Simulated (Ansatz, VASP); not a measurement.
**Ta: VASP beside Ansatz**

Contents of INCAR:

```
SYSTEM = Ta
  PREC = Accurate
  ENCUT = 600
  EDIFF = 1E-6
  ISMEAR = -1
  SIGMA = 0.05
  LREAL = .False.
  LASPH = .True.
  NELM = 100
  ALGO = Normal
  ISIF = 3
  LWAVE = .False.
  LCHARG = .False.
  GGA = CA
  IBRION = 2
  NSW = 60
  EDIFFG = -0.005
```

The input KPOINTS:

```
regular mesh
0
Gamma
  18 18 18
  0 0 0
```

POSCAR

```
Ta
1.0
   -1.6276760640      1.6276760640      1.6276760640
    1.6276760640     -1.6276760640      1.6276760640
    1.6276760640      1.6276760640     -1.6276760640
Ta
1
Direct
    0.0000000000      0.0000000000      0.0000000000
```

Input for Ansatz:

```yaml
crystal:
  lattice:
    - [-1.627676064, 1.627676064, 1.627676064]
    - [1.627676064, -1.627676064, 1.627676064]
    - [1.627676064, 1.627676064, -1.627676064]
  atoms:
    - { symbol: Ta, position: [0.0, 0.0, 0.0] }
kpoints:
  mp_grid: { grid: [18, 18, 18] }
scf:
  occupations: { method: fermi_dirac, width: 0.05 }
hamiltonian:
  xc: lda
  pseudopotentials: { kind: paw }
output:
  forces: true
  stress: true
relax:
  f_tol: 0.005
  max_steps: 40
  cell: {}
```

Alike in both runs: task relaxation of cell and atoms; functional LDA; k mesh 18 × 18 × 18; occupations fermi-dirac, width 0.05 eV; no spin polarisation.

```csv
,VASP,Ansatz
version,VASP 6.6.1,Ansatz 0.2.0
potentials or method,"VASP PAW LDA potentials, release 64 (Ta_pv)","PAW with Ansatz's default frozen-core files, scalar-relativistic"
plane-wave cutoff (eV),600,420
valence electrons in the cell,11,13
```

```csv
,VASP,Ansatz,Ansatz less VASP
relaxed volume (Å³/atom),17.28,17.21,-0.070
relaxed length of the cell vector where the two differ most in proportion (Å),2.821,2.817,-0.0038
```

LDA's correlation is that of Perdew and Zunger in VASP and of Perdew and Wang (1992) in Ansatz. VASP's potentials hold 11 valence electrons a cell and Ansatz's 13, so a difference there can come from the potentials and not from the codes.

Neither program's run includes spin-orbit coupling.
